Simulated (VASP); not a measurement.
# ZnCu (Pm-3m) in VASP: a series of runs

ZnCu is run at these levels: PBE; tasks: single point.

All numbers are computed with VASP 6.6.1; they aren't measurements. Logs are shortened: lines on timing, memory, paths and dates and some standing lists are left out, and cuts for length are marked.

## (1) The cell of the first run

The structure is cubic, space group Pm-3m (No. 221). The conventional cell has a = 2.885 Å, b = 2.885 Å, c = 2.885 Å, α = 90.00°, β = 90.00°, γ = 90.00°. Zn (site symmetry m-3m) has 8 Cu at 2.50 Å and 6 Zn at 2.88 Å within 3.3 Å. Within 3.3 Å of Cu (site symmetry m-3m) lie 8 Zn at 2.50 Å and 6 Cu at 2.88 Å.

## (2) Single point, PBE

INCAR reads:

```
ALGO     = Normal         # electronic algorithm
EDIFF    = 1E-6           # SCF threshold, eV
ENCUT    = 520            # plane-wave cutoff, eV
GGA      = PE             # functional
ISIF     = 2              # what is computed and relaxed
ISMEAR   = -1             # smearing method
LASPH    = T              # aspherical terms in the spheres
LCHARG   = F              # write CHGCAR
LREAL    = F              # projectors in reciprocal space
LWAVE    = F              # write WAVECAR
NBANDS   = 18             # bands
NELM     = 100            # most SCF steps
PREC     = Accurate       # precision mode
SIGMA    = 0.1            # smearing width, eV
```

KPOINTS reads:

```
k-points
0
Gamma
  8 8 8
```

POSCAR reads:

```
ZnCu
1.0
    2.8848810902      0.0000000000      0.0000000000
    0.0000000000      2.8848810902      0.0000000000
    0.0000000000      0.0000000000      2.8848810902
Zn Cu
1 1
Direct
    0.5000000000      0.5000000000      0.5000000000
    0.0000000000      0.0000000000      0.0000000000
```

Potentials or basis: VASP PAW PBE potentials, release 64 (Zn, Cu).

Launch:

```bash
cat potpaw_PBE.64/Zn/POTCAR potpaw_PBE.64/Cu/POTCAR > POTCAR
mpirun -np 1 vasp_std > vasp.out
```

OUTCAR:

```text
EDIFF = 1E-6
   ENCUT = 520
   GGA = PE
   ISIF = 2
   ISMEAR = -1
   LASPH = T
   LREAL = F
   NELM = 100
   PREC = Accurate

 ion  position               nearest neighbor table
   1  0.500  0.500  0.500-   2 2.50   2 2.50   2 2.50   2 2.50   2 2.50   2 2.50   2 2.50   2 2.50

   2  0.000  0.000  0.000-   1 2.50   1 2.50   1 2.50   1 2.50   1 2.50   1 2.50   1 2.50   1 2.50

  LATTYP: Found a simple cubic cell.
 ALAT       =     2.8848810902

  Lattice vectors:

 A1 = (   2.8848810902,   0.0000000000,   0.0000000000)
 A2 = (   0.0000000000,   2.8848810902,   0.0000000000)
 A3 = (   0.0000000000,   0.0000000000,   2.8848810902)

Analysis of symmetry for initial positions (statically):
=====================================================================
 Subroutine PRICEL returns:
 Original cell was already a primitive cell.

 Routine SETGRP: Setting up the symmetry group for a
 simple cubic supercell.

 Subroutine GETGRP returns: Found 48 space group operations
 (whereof 48 operations were pure point group operations)
 out of a pool of 48 trial point group operations.

The static configuration has the point symmetry O_h .

Analysis of symmetry for dynamics (positions and initial velocities):
=====================================================================
 Subroutine PRICEL returns:
 Original cell was already a primitive cell.

 Routine SETGRP: Setting up the symmetry group for a
 simple cubic supercell.

 Subroutine GETGRP returns: Found 48 space group operations
 (whereof 48 operations were pure point group operations)
 out of a pool of 48 trial point group operations.

The dynamic configuration has the point symmetry O_h .

 Subroutine INISYM returns: Found 48 space group operations
 (whereof 48 operations are pure point group operations),
 and found     1 'primitive' translations

----------------------------------------------------------------------------------------

                                     Primitive cell

  volume of cell :      24.0095

  direct lattice vectors                    reciprocal lattice vectors
     2.884881090  0.000000000  0.000000000     0.346634738  0.000000000  0.000000000
     0.000000000  2.884881090  0.000000000     0.000000000  0.346634738  0.000000000
     0.000000000  0.000000000  2.884881090     0.000000000  0.000000000  0.346634738

  length of vectors
     2.884881090  2.884881090  2.884881090     0.346634738  0.346634738  0.346634738

  position of ions in fractional coordinates (direct lattice)
     0.500000000  0.500000000  0.500000000
     0.000000000  0.000000000  0.000000000

  ion indices of the primitive-cell ions
   primitive index   ion index
                 1           1
                 2           2

----------------------------------------------------------------------------------------

 KPOINTS: k-points

Automatic generation of k-mesh.
 Grid dimensions read from file:
 generate k-points for:    8    8    8

 Generating k-lattice:

  Cartesian coordinates                     Fractional coordinates (reciprocal lattice)
     0.043329342  0.000000000  0.000000000     0.125000000  0.000000000  0.000000000
     0.000000000  0.043329342  0.000000000     0.000000000  0.125000000  0.000000000
     0.000000000  0.000000000  0.043329342     0.000000000  0.000000000  0.125000000

  Length of vectors
     0.043329342  0.043329342  0.043329342

  Shift w.r.t. Gamma in fractional coordinates (k-lattice)
     0.000000000  0.000000000  0.000000000

 Subroutine IBZKPT returns following result:
 ===========================================

 Found     35 irreducible k-points:

 Following reciprocal coordinates:
            Coordinates               Weight
  0.000000  0.000000  0.000000      1.000000
  0.125000  0.000000  0.000000      6.000000
  0.250000  0.000000  0.000000      6.000000
  0.375000  0.000000  0.000000      6.000000
  0.500000  0.000000  0.000000      3.000000
  0.125000  0.125000  0.000000     12.000000
[... 16 lines left out ...]
  0.375000  0.375000  0.125000     24.000000
  0.500000  0.375000  0.125000     24.000000
 [... further k-points ...]
   k-points           NKPTS =     35   k-points in BZ     NKDIM =     35   number of bands    NBANDS=     18
   number of dos      NEDOS =    301   number of ions     NIONS =      2
   total plane-waves  NPLWV =  13824
   dimension x,y,z NGX =    24 NGY =   24 NGZ =   24
   dimension x,y,z NGXF=    48 NGYF=   48 NGZF=   48
   ions per type =               1   1
   NGX,Y,Z   is equivalent  to a cutoff of  13.83, 13.83, 13.83 a.u.
   NGXF,Y,Z  is equivalent  to a cutoff of  27.66, 27.66, 27.66 a.u.
 SYSTEM =  unknown system
   PREC   = accura    normal or accurate (medium, high low for compatibility)
   ISTART =      0    job   : 0-new  1-cont  2-samecut
   ICHARG =      2    charge: 1-file 2-atom 10-const
   ISPIN  =      1    spin polarized calculation?
   LNONCOLLINEAR =      F non collinear calculations
   LSORBIT =      F    spin-orbit coupling
   LASPH  =      T    aspherical Exc in radial PAW
   ENCUT  =  520.0 eV  38.22 Ry    6.18 a.u.   5.36  5.36  5.36*2*pi/ulx,y,z
   NELM   =    100;   NELMIN=  2; NELMDL= -5     # of ELM steps
   EDIFF  = 0.1E-05   stopping-criterion for ELM
   LREAL  =      F    real-space projection
   EDIFFG = 0.1E-04   stopping-criterion for IOM
   NSW    =      0    number of steps for IOM
   IBRION =     -1    ionic relax: 0-MD 1-quasi-New 2-CG
   NFREE  =      0    steps in history (QN), initial steepest desc. (CG)
   ISIF   =      2    stress and relaxation
   ISYM   =      2    0-nonsym 1-usesym 2-fastsym
   POTIM  = 0.5000    time-step for ionic-motion
   TEBEG  =    0.0;   TEEND  =   0.0 temperature during run
   PSTRESS=    0.0 pullay stress
   NELECT =      23.0000    total number of electrons
   NUPDOWN=      -1.0000    fix difference up-down
   EMIN   =  10.00;   EMAX   =-10.00  energy-range for DOS
   EFERMI =   0.00;   METHOD = LEGACY
   ISMEAR =    -1;   SIGMA  =   0.10  broadening in eV -4-tet -1-fermi 0-gaus
   EFERMI_NEDOS =   21; number of points for ismear=-14 and -15
   IALGO  =     38    algorithm
   IMIX   =      4    mixing-type and parameters
     AMIX     =   0.40;   BMIX     =  1.00
     AMIX_MAG =   1.60;   BMIX_MAG =  1.00
  volume/ion in A,a.u.               =      12.00        81.01
  Fermi-wavevector in a.u.,A,eV,Ry     =   1.613824  3.049685 35.435397  2.604428
  Thomas-Fermi vector in A             =   2.708832
   LORBIT       =      0    0 simple, 1 ext, 2 COOP (PROOUT), +10 PAW based schemes
   GGA     = PE    functional components
   LHFCALC =     F    Hartree Fock is set to
   AEXX    =    0.0000 exact exchange contribution
   IVDW    =     0    specifies the selected vdW correction
   LEPSILON=     F    determine dielectric tensor
   LRPA    =     F    only Hartree local field effects (RPA)
 non-spin polarized calculation
  energy-cutoff  :      520.00
  volume of cell :       24.01
 maximum number of plane-waves:       672
 NGX is ok and might be reduce to    24
   NGX = 11   NGY = 11   NGZ = 11

 number of electron      22.9999980 magnetization

 Free energy of the ion-electron system (eV)
  ---------------------------------------------------
  ext. energy  EPLUGINS =         0.00000000
  ---------------------------------------------------
  free energy    TOTEN  =        -4.95623020 eV

  energy without entropy =       -4.93622832  energy(sigma->0) =       -4.94622926

 E-fermi :   5.9549     XC(G=0): -12.7516

 val. band max:        5.8122354807   @ k =   0.3750   0.2500   0.1250
 cond. band min:       5.9759935816   @ k =   0.3750   0.3750   0.1250
 fundamental gap:      0.1637581009
 Fermi energy:         5.9549243509

 k-point     1 :       0.0000    0.0000    0.0000
  band No.  band energies     occupation
      1      -4.6769      2.00000
      2      -1.9181      2.00000
      3      -1.9181      2.00000
      4      -1.1135      2.00000
      5      -1.1135      2.00000
      6      -1.1135      2.00000
[... 10 lines left out ...]
     17      19.4588      0.00000
     18      30.2100      0.00000

 k-point     2 :       0.1250    0.0000    0.0000
  band No.  band energies     occupation
      1      -4.3827      2.00000
      2      -1.8795      2.00000
      3      -1.8509      2.00000
      4      -1.1399      2.00000
      5      -1.1399      2.00000
      6      -1.0989      2.00000
[... 10 lines left out ...]
     17      21.3661      0.00000
     18      27.8403      0.00000

 k-point     3 :       0.2500    0.0000    0.0000
  band No.  band energies     occupation
      1      -3.5378      2.00000
      2      -1.7839      2.00000
      3      -1.6620      2.00000
      4      -1.2034      2.00000
      5      -1.2034      2.00000
      6      -1.0634      2.00000
[... 10 lines left out ...]
     17      24.8508      0.00000
     18      24.9155      0.00000

 k-point     4 :       0.3750    0.0000    0.0000
  band No.  band energies     occupation
      1      -2.4129      2.00000
      2      -1.6843      2.00000
      3      -1.2663      2.00000
      4      -1.2663      2.00000
      5      -1.2411      2.00000
      6      -1.0272      2.00000
[... 10 lines left out ...]
     17      21.6176      0.00000
     18      21.6176      0.00000

 k-point     5 :       0.5000    0.0000    0.0000
  band No.  band energies     occupation
      1      -1.9751      2.00000
      2      -1.6418      2.00000
      3      -1.2922      2.00000
      4      -1.2922      2.00000
      5      -1.0120      2.00000
      6      -0.3237      2.00000
[... 10 lines left out ...]
     17      20.0032      0.00000
     18      21.3357      0.00000

 k-point     6 :       0.1250    0.1250    0.0000
  band No.  band energies     occupation
      1      -4.0942      2.00000
      2      -1.8329      2.00000
      3      -1.7957      2.00000
      4      -1.1674      2.00000
      5      -1.1561      2.00000
      6      -1.1048      2.00000
[... 307 lines left out ...]
 k-point    21 :       0.3750    0.2500    0.1250
  band No.  band energies     occupation
      1      -1.9227      2.00000
      2      -1.6399      2.00000
      3      -1.3984      2.00000
      4      -1.3197      2.00000
      5      -1.2626      2.00000
      6      -0.2555      2.00000
[... 10 lines left out ...]
     17      22.9422      0.00000
     18      23.5111      0.00000

 k-point    22 :       0.5000    0.2500    0.1250
  band No.  band energies     occupation
      1      -1.8349      2.00000
      2      -1.6430      2.00000
      3      -1.4345      2.00000
      4      -1.2993      2.00000
      5      -1.2564      2.00000
      6       0.9633      2.00000
[... 10 lines left out ...]
     17      23.3875      0.00000
     18      24.3103      0.00000

 k-point    23 :       0.3750    0.3750    0.1250
  band No.  band energies     occupation
      1      -1.9798      2.00000
      2      -1.6551      2.00000
      3      -1.4275      2.00000
      4      -1.3971      2.00000
      5      -1.0034      2.00000
      6       0.5948      2.00000
[... 10 lines left out ...]
     17      20.3482      0.00000
     18      23.2252      0.00000

 k-point    24 :       0.5000    0.3750    0.1250
  band No.  band energies     occupation
      1      -2.0224      2.00000
      2      -1.6529      2.00000
      3      -1.4626      2.00000
      4      -1.4205      2.00000
      5      -0.9103      2.00000
      6       1.1791      2.00000
[... 10 lines left out ...]
     17      21.3758      0.00000
     18      22.3216      0.00000

 [... further k-points ...]
[... 5 lines left out ...]
  --------------------------------------------------------------------------------------
  -------------------------------------------------------------------------------------
  Total        1.8173163      1.8173163      1.8173163      0.0000000      0.0000000      0.0000000
  in kB      121.2711111    121.2711111    121.2711111      0.0000000      0.0000000      0.0000000
  external PRESSURE =     121.2711111 kB  Pullay stress =       0.0000000 kB

 VOLUME and BASIS-vectors are now :
 -----------------------------------------------------------------------------
  energy-cutoff  :      520.00
  volume of cell :       24.01
      direct lattice vectors                 reciprocal lattice vectors
     2.884881090  0.000000000  0.000000000     0.346634738  0.000000000  0.000000000
     0.000000000  2.884881090  0.000000000     0.000000000  0.346634738  0.000000000
     0.000000000  0.000000000  2.884881090     0.000000000  0.000000000  0.346634738

 POSITION                                       TOTAL-FORCE (eV/Angst)
 -----------------------------------------------------------------------------------
      1.44244      1.44244      1.44244         0.000000      0.000000      0.000000
      0.00000      0.00000      0.00000         0.000000      0.000000      0.000000
 -----------------------------------------------------------------------------------
    total drift:                                0.000000      0.000000     -0.000000

  FREE ENERGIE OF THE ION-ELECTRON SYSTEM (eV)
  ---------------------------------------------------
  free  energy   TOTEN  =        -4.9562301954 eV

  energy  without entropy=       -4.9362283190  energy(sigma->0) =       -4.94622926
```

Run time: 9.5 s. Hardware: 1 thread of Intel Xeon Platinum 8259CL at 2.50GHz (Skylake/Cascade Lake), shared host; peak memory 0.14 GiB.

Results:

```yaml
Free_energy: -4.9562 eV
Pressure: 12.1 GPa
```

[end of part 1 of 2]
